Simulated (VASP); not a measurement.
# Al2Pt in VASP: notebook

The runs below take Al2Pt through relaxation of the atoms, relaxation of cell and atoms, single point, with PBE, SCAN, PBEsol-based screened hybrid with 25 % exact exchange, r2SCAN0.

All numbers are computed with VASP 6.6.1; they aren't measurements. Logs are shortened: lines on timing, memory, paths and dates and some standing lists are left out, and cuts for length are marked.

## Step 1: The cell of the first run

The structure is tetragonal, space group I4/mmm (No. 139). Conventional cell: a = 4.179 Å, b = 4.179 Å, c = 6.146 Å, α = 90.00°, β = 90.00°, γ = 90.00°. Within 3.4 Å of Pt (site symmetry 4/mmm) lie 8 Al at 2.59 Å. Al (site symmetry -4m2) has 4 Pt at 2.59 Å and 6 Al at 2.96 to 3.07 Å within 3.4 Å.

## Step 2: Relaxation of the atoms, PBE

The input, INCAR:

```
PREC = Accurate
ENCUT = 520
EDIFF = 1E-7
ISMEAR = -1
SIGMA = 0.05
LREAL = F
LASPH = T
NELM = 80
ALGO = Normal
ISIF = 2
LWAVE = F
LCHARG = F
GGA = PE
IBRION = 2
NSW = 60
EDIFFG = -0.01
```

The input, KPOINTS:

```
Automatic mesh
0
Gamma
  7 7 7
```

The input, POSCAR:

```
Al2Pt
1.0
    0.0000000000      2.9550000000      3.0732000000
    2.9550000000      0.0000000000      3.0732000000
    2.9550000000      2.9550000000      0.0000000000
Pt Al
1 2
Direct
    0.0000000000      0.0000000000      0.0000000000
    0.7500000000      0.7500000000      0.7500000000
    0.2500000000      0.2500000000      0.2500000000
```

Potentials or basis: VASP PAW PBE potentials, release 64 (Pt, Al).

Run with:

```bash
> cat potpaw_PBE.64/Pt/POTCAR potpaw_PBE.64/Al/POTCAR > POTCAR
> mpirun -np 1 vasp_std > vasp.out
```

OUTCAR:

```text
PREC = Accurate
   ENCUT = 520
   EDIFF = 1E-7
   ISMEAR = -1
   LREAL = F
   LASPH = T
   NELM = 80
   ISIF = 2
   GGA = PE
   IBRION = 2
   NSW = 60
   EDIFFG = -0.01

 ion  position               nearest neighbor table
   1  0.000  0.000  0.000-   2 2.59   2 2.59   2 2.59   2 2.59   3 2.59   3 2.59   3 2.59   3 2.59

   2  0.750  0.750  0.750-   1 2.59   1 2.59   1 2.59   1 2.59   3 2.96   3 2.96   3 2.96   3 2.96
                             3 3.07   3 3.07
   3  0.250  0.250  0.250-   1 2.59   1 2.59   1 2.59   1 2.59   2 2.96   2 2.96   2 2.96   2 2.96
                             2 3.07   2 3.07

  LATTYP: Found a body centered tetragonal cell.
 ALAT       =     4.1790010768
 C/A-ratio  =     1.4707821049

  Lattice vectors:

 A1 = (  -2.9550000000,   0.0000000000,   3.0732000000)
 A2 = (   2.9550000000,   0.0000000000,   3.0732000000)
 A3 = (   0.0000000000,   2.9550000000,  -3.0732000000)

Analysis of symmetry for initial positions (statically):
=====================================================================
 Subroutine PRICEL returns:
 Original cell was already a primitive cell.

 Routine SETGRP: Setting up the symmetry group for a
 body centered tetragonal supercell.

 Subroutine GETGRP returns: Found 16 space group operations
 (whereof 16 operations were pure point group operations)
 out of a pool of 16 trial point group operations.

The static configuration has the point symmetry D_4h.

Analysis of symmetry for dynamics (positions and initial velocities):
=====================================================================
 Subroutine PRICEL returns:
 Original cell was already a primitive cell.

 Routine SETGRP: Setting up the symmetry group for a
 body centered tetragonal supercell.

 Subroutine GETGRP returns: Found 16 space group operations
 (whereof 16 operations were pure point group operations)
 out of a pool of 16 trial point group operations.

The dynamic configuration has the point symmetry D_4h.

 Subroutine INISYM returns: Found 16 space group operations
 (whereof 16 operations are pure point group operations),
 and found     1 'primitive' translations

----------------------------------------------------------------------------------------

                                     Primitive cell

  volume of cell :      53.6705

  direct lattice vectors                    reciprocal lattice vectors
     0.000000000  2.955000000  3.073200000    -0.169204738  0.169204738  0.162696863
     2.955000000  0.000000000  3.073200000     0.169204738 -0.169204738  0.162696863
     2.955000000  2.955000000  0.000000000     0.169204738  0.169204738 -0.162696863

  length of vectors
     4.263400432  4.263400432  4.179001077     0.289362672  0.289362672  0.289362672

  position of ions in fractional coordinates (direct lattice)
     0.000000000  0.000000000  0.000000000
     0.750000000  0.750000000  0.750000000
     0.250000000  0.250000000  0.250000000

  ion indices of the primitive-cell ions
   primitive index   ion index
                 1           1
                 2           2
                 3           3

----------------------------------------------------------------------------------------

 KPOINTS: Automatic mesh

Automatic generation of k-mesh.
 Grid dimensions read from file:
 generate k-points for:    7    7    7

 Generating k-lattice:

  Cartesian coordinates                     Fractional coordinates (reciprocal lattice)
    -0.024172105  0.024172105  0.023242409     0.142857143  0.000000000  0.000000000
     0.024172105 -0.024172105  0.023242409     0.000000000  0.142857143  0.000000000
     0.024172105  0.024172105 -0.023242409     0.000000000  0.000000000  0.142857143

  Length of vectors
     0.041337525  0.041337525  0.041337525

  Shift w.r.t. Gamma in fractional coordinates (k-lattice)
     0.000000000  0.000000000  0.000000000

 Subroutine IBZKPT returns following result:
 ===========================================

 Found     40 irreducible k-points:

 Following reciprocal coordinates:
            Coordinates               Weight
  0.000000  0.000000  0.000000      1.000000
  0.142857  0.000000  0.000000      8.000000
  0.285714  0.000000  0.000000      8.000000
  0.428571  0.000000  0.000000      8.000000
  0.142857  0.142857  0.000000      2.000000
  0.285714  0.142857  0.000000      8.000000
[... 16 lines left out ...]
  0.428571  0.285714  0.142857      8.000000
 -0.428571  0.285714  0.142857     16.000000
 [... further k-points ...]
   k-points           NKPTS =     40   k-points in BZ     NKDIM =     40   number of bands    NBANDS=     12
   number of dos      NEDOS =    301   number of ions     NIONS =      3
   total plane-waves  NPLWV =  32768
   dimension x,y,z NGX =    32 NGY =   32 NGZ =   32
   dimension x,y,z NGXF=    64 NGYF=   64 NGZF=   64
   ions per type =               1   2
   NGX,Y,Z   is equivalent  to a cutoff of  12.48, 12.48, 12.73 a.u.
   NGXF,Y,Z  is equivalent  to a cutoff of  24.96, 24.96, 25.46 a.u.
 SYSTEM =  unknown system
   PREC   = accura    normal or accurate (medium, high low for compatibility)
   ISTART =      0    job   : 0-new  1-cont  2-samecut
   ICHARG =      2    charge: 1-file 2-atom 10-const
   ISPIN  =      1    spin polarized calculation?
   LNONCOLLINEAR =      F non collinear calculations
   LSORBIT =      F    spin-orbit coupling
   LASPH  =      T    aspherical Exc in radial PAW
   ENCUT  =  520.0 eV  38.22 Ry    6.18 a.u.   7.93  7.93  7.77*2*pi/ulx,y,z
   NELM   =     80;   NELMIN=  2; NELMDL= -5     # of ELM steps
   EDIFF  = 0.1E-06   stopping-criterion for ELM
   LREAL  =      F    real-space projection
   EDIFFG = -.1E-01   stopping-criterion for IOM
   NSW    =     60    number of steps for IOM
   IBRION =      2    ionic relax: 0-MD 1-quasi-New 2-CG
   NFREE  =      1    steps in history (QN), initial steepest desc. (CG)
   ISIF   =      2    stress and relaxation
   ISYM   =      2    0-nonsym 1-usesym 2-fastsym
   POTIM  = 0.5000    time-step for ionic-motion
   TEBEG  =    0.0;   TEEND  =   0.0 temperature during run
   PSTRESS=    0.0 pullay stress
   NELECT =      16.0000    total number of electrons
   NUPDOWN=      -1.0000    fix difference up-down
   EMIN   =  10.00;   EMAX   =-10.00  energy-range for DOS
   EFERMI =   0.00;   METHOD = LEGACY
   ISMEAR =    -1;   SIGMA  =   0.05  broadening in eV -4-tet -1-fermi 0-gaus
   EFERMI_NEDOS =   21; number of points for ismear=-14 and -15
   IALGO  =     38    algorithm
   IMIX   =      4    mixing-type and parameters
     AMIX     =   0.40;   BMIX     =  1.00
     AMIX_MAG =   1.60;   BMIX_MAG =  1.00
  volume/ion in A,a.u.               =      17.89       120.73
  Fermi-wavevector in a.u.,A,eV,Ry     =   1.093628  2.066657 16.272866  1.196022
  Thomas-Fermi vector in A             =   2.229917
   LORBIT       =      0    0 simple, 1 ext, 2 COOP (PROOUT), +10 PAW based schemes
   GGA     = PE    functional components
   LHFCALC =     F    Hartree Fock is set to
   AEXX    =    0.0000 exact exchange contribution
   IVDW    =     0    specifies the selected vdW correction
   LEPSILON=     F    determine dielectric tensor
   LRPA    =     F    only Hartree local field effects (RPA)
 conjugate gradient relaxation of ions
 non-spin polarized calculation
  energy-cutoff  :      520.00
  volume of cell :       53.67
 maximum number of plane-waves:      1458
   NGX = 15   NGY = 15   NGZ = 15

 number of electron      16.0000002 magnetization

 Free energy of the ion-electron system (eV)
  ---------------------------------------------------
  ext. energy  EPLUGINS =         0.00000000
  ---------------------------------------------------
  free energy    TOTEN  =       -16.23287735 eV

  energy without entropy =      -16.21803410  energy(sigma->0) =      -16.22545573

 E-fermi :   7.4302     XC(G=0): -10.5302

 val. band max:        7.3846625353   @ k =  -0.1429  -0.0000   0.1429
 cond. band min:       7.4311825845   @ k =  -0.2857   0.0000   0.1429
 fundamental gap:      0.0465200493
 Fermi energy:         7.4301662104

 k-point     1 :       0.0000    0.0000    0.0000
  band No.  band energies     occupation
      1      -2.5116      2.00000
      2       2.5795      2.00000
      3       2.5795      2.00000
      4       2.6328      2.00000
      5       3.8265      2.00000
      6       3.9767      2.00000
      7      10.1171      0.00000
      8      11.0360      0.00000
      9      11.3357      0.00000
     10      11.3357      0.00000
     11      12.4464      0.00000
     12      12.4464      0.00000

 k-point     2 :       0.1429    0.0000    0.0000
  band No.  band energies     occupation
      1      -2.2407      2.00000
      2       2.4280      2.00000
      3       2.6684      2.00000
      4       2.7021      2.00000
      5       3.8096      2.00000
      6       3.9440      2.00000
      7       8.6515      0.00000
      8      10.4435      0.00000
      9      10.5497      0.00000
     10      10.5863      0.00000
     11      12.6152      0.00000
     12      13.2401      0.00000

 k-point     3 :       0.2857    0.0000    0.0000
  band No.  band energies     occupation
      1      -1.4724      2.00000
      2       2.0582      2.00000
      3       2.8403      2.00000
      4       2.8436      2.00000
      5       3.8732      2.00000
      6       3.9447      2.00000
      7       5.9458      2.00000
      8       9.2799      0.00000
      9       9.5011      0.00000
     10      11.0744      0.00000
     11      12.2193      0.00000
     12      12.7866      0.00000

 k-point     4 :       0.4286    0.0000    0.0000
  band No.  band energies     occupation
      1      -0.4718      2.00000
      2       1.6163      2.00000
      3       2.8787      2.00000
      4       2.9313      2.00000
      5       4.0233      2.00000
      6       4.0663      2.00000
      7       4.1837      2.00000
      8       8.4329      0.00000
      9       8.7142      0.00000
     10      11.1792      0.00000
     11      12.0878      0.00000
     12      12.5173      0.00000

 k-point     5 :       0.1429    0.1429    0.0000
  band No.  band energies     occupation
      1      -2.1642      2.00000
      2       2.4302      2.00000
      3       2.7181      2.00000
      4       2.7181      2.00000
      5       3.6454      2.00000
      6       4.0497      2.00000
      7       9.3211      0.00000
      8       9.5044      0.00000
      9       9.5044      0.00000
     10      10.2521      0.00000
     11      11.8362      0.00000
     12      13.5746      0.00000
[... 228 lines left out ...]
      1      -0.9168      2.00000
      2       1.9285      2.00000
      3       2.8228      2.00000
      4       3.0231      2.00000
      5       3.7348      2.00000
      6       4.0683      2.00000
      7       5.2176      2.00000
      8       7.4312      0.98984
      9       9.1158      0.00000
     10      11.2093      0.00000
     11      12.3164      0.00000
     12      12.8236      0.00000

 k-point    22 :      -0.1429   -0.0000    0.1429
  band No.  band energies     occupation
      1      -1.8066      2.00000
      2       2.2458      2.00000
      3       2.7567      2.00000
      4       2.8366      2.00000
      5       3.7006      2.00000
      6       4.0057      2.00000
      7       7.3847      1.42603
      8       8.2822      0.00000
      9      10.3768      0.00000
     10      11.4551      0.00000
     11      12.0062      0.00000
     12      12.7975      0.00000

 k-point    23 :       0.4286    0.2857    0.1429
  band No.  band energies     occupation
      1      -0.8304      2.00000
      2       1.9662      2.00000
      3       2.8394      2.00000
      4       3.1613      2.00000
      5       3.5492      2.00000
      6       4.1439      2.00000
      7       5.4518      2.00000
      8       6.8409      1.99998
      9       8.1509      0.00000
     10      11.6077      0.00000
     11      11.9910      0.00000
     12      13.3546      0.00000

 k-point    24 :      -0.4286    0.2857    0.1429
  band No.  band energies     occupation
      1       0.1884      2.00000
      2       1.7245      2.00000
      3       2.7226      2.00000
      4       3.2940      2.00000
      5       3.5097      2.00000
      6       3.8960      2.00000
      7       4.5470      2.00000
      8       6.1603      2.00000
      9       7.4684      0.63494
     10      11.5315      0.00000
     11      12.5662      0.00000
     12      13.8890      0.00000

 [... further k-points ...]

------------------------ aborting loop because EDIFF is reached ----------------------------------------

  FORCE on cell =-STRESS in cart. coord.  units (eV):
  Direction    XX          YY          ZZ          XY          YZ          ZX
  --------------------------------------------------------------------------------------
  -------------------------------------------------------------------------------------
  Total       -0.6822974     -0.6822974     -1.4014286      0.0000000      0.0000000     -0.0000000
  in kB      -20.3680071    -20.3680071    -41.8355761      0.0000000      0.0000000     -0.0000000
  external PRESSURE =     -27.5238634 kB  Pullay stress =       0.0000000 kB

 VOLUME and BASIS-vectors are now :
 -----------------------------------------------------------------------------
  energy-cutoff  :      520.00
  volume of cell :       53.67
      direct lattice vectors                 reciprocal lattice vectors
     0.000000000  2.955000000  3.073200000    -0.169204738  0.169204738  0.162696863
     2.955000000  0.000000000  3.073200000     0.169204738 -0.169204738  0.162696863
     2.955000000  2.955000000  0.000000000     0.169204738  0.169204738 -0.162696863

 POSITION                                       TOTAL-FORCE (eV/Angst)
 -----------------------------------------------------------------------------------
      0.00000      0.00000      0.00000         0.000000     -0.000000      0.000000
      4.43250      4.43250      4.60980         0.000000      0.000000     -0.000000
      1.47750      1.47750      1.53660        -0.000000     -0.000000      0.000000
 -----------------------------------------------------------------------------------
    total drift:                                0.000000     -0.000000      0.000000

  FREE ENERGIE OF THE ION-ELECTRON SYSTEM (eV)
  ---------------------------------------------------
  free  energy   TOTEN  =       -16.2328773477 eV

  energy  without entropy=      -16.2180341041  energy(sigma->0) =      -16.22545573

 reached required accuracy - stopping structural energy minimisation
```

Wall time 14 s (1 thread of AMD EPYC 9R45 (Zen 5), shared host); peak memory 0.16 GiB.

Results:

| Quantity | Value |
| --- | --- |
| Free energy | -16.2329 eV |
| Pressure after relaxing | -2.8 GPa |
| Band gap on the k mesh | zero (bands 8 and 9 overlap by 4.80 eV) |

Final structure:
```
CELL_PARAMETERS angstrom
0.00000 2.95500 3.07320
2.95500 0.00000 3.07320
2.95500 2.95500 0.00000
ATOMIC_POSITIONS crystal
Pt 0.00000 0.00000 0.00000
Al 0.75000 0.75000 0.75000
Al 0.25000 0.25000 0.25000
```

Caveat: the relaxation stopped at its first step, so nothing moved; spin-orbit coupling is left out, which moves the levels of the heavy elements.

## Step 3: Relaxation of cell and atoms, SCAN (18.23 Å³/atom)

This run uses another cell than the first one, of 18.23 Å³/atom.

The input, POSCAR:

```
Al2Pt
1.0
    0.0000000000      3.0129558903      3.0129558903
    3.0129558903      0.0000000000      3.0129558903
    3.0129558903      3.0129558903      0.0000000000
Pt Al
1 2
Direct
    0.0000000000      0.0000000000      0.0000000000
    0.7500000000      0.7500000000      0.7500000000
    0.2500000000      0.2500000000      0.2500000000
```

The input, INCAR.step1:

```
SYSTEM = Al2Pt
ALGO = Normal ; EDIFF = 1E-6
EDIFFG = -0.005 ; ENCUT = 360
GGA_COMPAT = .False. ; IBRION = 2
ISIF = 3 ; ISMEAR = 2
KPAR = 8 ; LASPH = .True.
LCHARG = .False. ; LMIXTAU = .True.
LREAL = .False. ; LWAVE = .False.
METAGGA = SCAN ; NELM = 120
NELMIN = 4 ; NSW = 80
POTIM = 0.5 ; PREC = Accurate
SIGMA = 0.1
```

The input, INCAR.step3:

```
SYSTEM = Al2Pt
ALGO = Normal ; EDIFF = 1E-6
ENCUT = 360 ; GGA_COMPAT = .False.
ISIF = 2 ; ISMEAR = 2
KPAR = 8 ; LASPH = .True.
LCHARG = .False. ; LMIXTAU = .True.
LREAL = .False. ; LWAVE = .False.
METAGGA = SCAN ; NELM = 120
PREC = Accurate ; SIGMA = 0.1
```

The input, KPOINTS:

```
Automatic mesh
0
Gamma
  9 9 9
  0 0 0
```

Potentials or basis: VASP PAW PBE potentials, release 64 (Pt, Al).

Run with:

```bash
> cat potpaw_PBE.64/Pt/POTCAR potpaw_PBE.64/Al/POTCAR > POTCAR
> cp INCAR.step1 INCAR
> cp POSCAR.step1 POSCAR
> mpirun -np 8 vasp_std > vasp.out
> cp CONTCAR POSCAR
> mpirun -np 8 vasp_std > vasp.out
> cp CONTCAR POSCAR
> cp INCAR.step3 INCAR
> mpirun -np 8 vasp_std > vasp.out
```

Run time: 5.7 min. Hardware: 8 MPI ranks of AMD EPYC 7R43 (Zen 3), shared host; peak memory 0.17 GiB.

It converged, with:

| Quantity | Value |
| --- | --- |
| Free energy | -89.2682 eV |
| Relaxed volume | 16.76 Å³/atom |
| Relaxed cell | a = 4.143 Å, b = 4.143 Å, c = 4.143 Å, α = 60.00°, β = 60.00°, γ = 60.00° |
| Space group after relaxing (to 0.1 Å) | Fm-3m (No. 225) |
| Energy gained by relaxing | 50.9 meV/atom |
| Ionic steps | 7 |
| Pressure after relaxing | -0.3 GPa |
| Band gap on the k mesh | zero (bands 8 and 9 overlap by 5.36 eV) |

The path:
```tsv
step	energy change (eV)	largest force (eV/Å)	pressure (GPa)	volume (Å³)
1	0.0000	0.0000	-10.74	54.70
2	0.0956	0.0000	18.85	45.59
3	-0.1588	0.0000	-0.27	50.40
4	-0.1588	0.0000	0.00	50.32
5	-0.1526	0.0000	-0.21	50.32
6	-0.1525	0.0000	0.37	50.16
7	-0.1526	0.0000	0.02	50.27
```

Final structure:
```cif
data_structure
_symmetry_space_group_name_H-M 'P 1'
_symmetry_Int_Tables_number 1
_cell_length_a 4.1427
_cell_length_b 4.1427
_cell_length_c 4.1427
_cell_angle_alpha 60.000
_cell_angle_beta 60.000
_cell_angle_gamma 60.000
_cell_volume 50.27
loop_
_atom_site_label
_atom_site_type_symbol
_atom_site_fract_x
_atom_site_fract_y
_atom_site_fract_z
_atom_site_occupancy
Pt1 Pt 0.00000 0.00000 0.00000 1
Al1 Al 0.75000 0.75000 0.75000 1
Al2 Al 0.25000 0.25000 0.25000 1
```

Levels at points of the mesh, in eV from the Fermi level:
| k point | band 6 | band 7 | band 8 | band 9 | band 10 | band 11 |
| --- | --- | --- | --- | --- | --- | --- |
| (0.00, 0.00, 0.00) | -4.14 | 3.36 | 3.69 | 3.69 | 3.69 | 5.78 |

Caveat: the PAW data sets were made with another functional, which shifts forces and pressure a little; spin-orbit coupling is left out, which moves the levels of the heavy elements.

[end of part 1 of 2]
